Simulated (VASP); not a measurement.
TaN, 6 atoms in the cell. The structure is hexagonal, space group P6/mmm (No. 191). Conventional cell: a = 5.079 Å, b = 5.079 Å, c = 2.849 Å, α = 90.00°, β = 90.00°, γ = 120.00°. Ta (site symmetry 6/mmm) has 6 N at 2.54 Å and 14 Ta at 2.85 to 3.26 Å within 3.4 Å. Ta (site symmetry -6m2) has 6 N at 2.04 Å within 2.7 Å. Within 2.7 Å of N (site symmetry mmm) lie 6 Ta at 2.04 to 2.54 Å and 4 N at 2.54 Å. 

```yaml
Program: VASP 6.6.1
Task: electric field gradients
Functional: PBE
Potentials_or_basis: VASP PAW PBE potentials, release 64 (Ta_pv, N)
Cutoff: 520 eV
k_mesh: 5 × 5 × 8
Occupations: fermi-dirac, width 0.03 eV
Spin: no spin polarisation
Dipole_correction: no
Further_INCAR_settings: ALGO = Normal; EDIFF = 1e-08; NBANDS = 33
```

Potentials or basis: VASP PAW PBE potentials, release 64 (Ta_pv, N).

Run with:

```sh
$ cat potpaw_PBE.64/Ta_pv/POTCAR potpaw_PBE.64/N/POTCAR > POTCAR
$ mpirun -np 1 vasp_std > vasp.out
```

Hardware: 1 thread of Intel(R) Xeon(R) Platinum 8488C (Sapphire Rapids), on a shared host.

Task: How long does it take, and how much memory?

Result: Wall time 71 s on 1 thread of Intel(R) Xeon(R) Platinum 8488C (Sapphire Rapids), with other jobs on the host, peak memory 0.2 GiB. Counts: scf iterations 16, k points 25.
